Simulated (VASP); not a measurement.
## CuI (zincblende type): single point with LDA

Crystal: CuI (zincblende type).

```
Cu I
1.0
     0.00000    2.94274    2.94274
     2.94274    0.00000    2.94274
     2.94274    2.94274    0.00000
Cu I
1 1
Cartesian
  0.0000 0.0000 0.0000
  1.4714 1.4714 1.4714
```

```yaml
Program: VASP 6.6.1
Task: single point
Functional: LDA
Potentials_or_basis: VASP PAW LDA potentials, release 64 (Cu, I)
Cutoff: 520 eV
k_mesh: 11 × 11 × 11
Occupations: fermi-dirac, width 0.08 eV
Spin: no spin polarisation
Dipole_correction: no
Further_INCAR_settings: ALGO = Normal; EDIFF = 1e-06; NBANDS = 16
```

| Property | Result |
| --- | --- |
| Pressure | -0.5 GPa |
| Band gap on the k mesh | 1.25 eV |

Levels at points of the mesh, in eV from the valence-band top:
| k point | band 5 | band 6 | band 7 | band 8 | band 9 | band 10 | band 11 | band 12 | band 13 | band 14 |
| --- | --- | --- | --- | --- | --- | --- | --- | --- | --- | --- |
| (0.00, 0.00, 0.00) | -2.32 | -2.32 | 0.00 | 0.00 | 0.00 | 1.25 | 4.77 | 4.77 | 4.77 | 8.11 |

Run time: 85 s on 1 thread of AMD EPYC 7R13, on a shared host, peak memory 0.15 GiB.

Caveat: spin-orbit coupling is left out, which moves the levels of the heavy elements; an odd mesh through Γ misses points on the zone boundary, where band edges can lie.
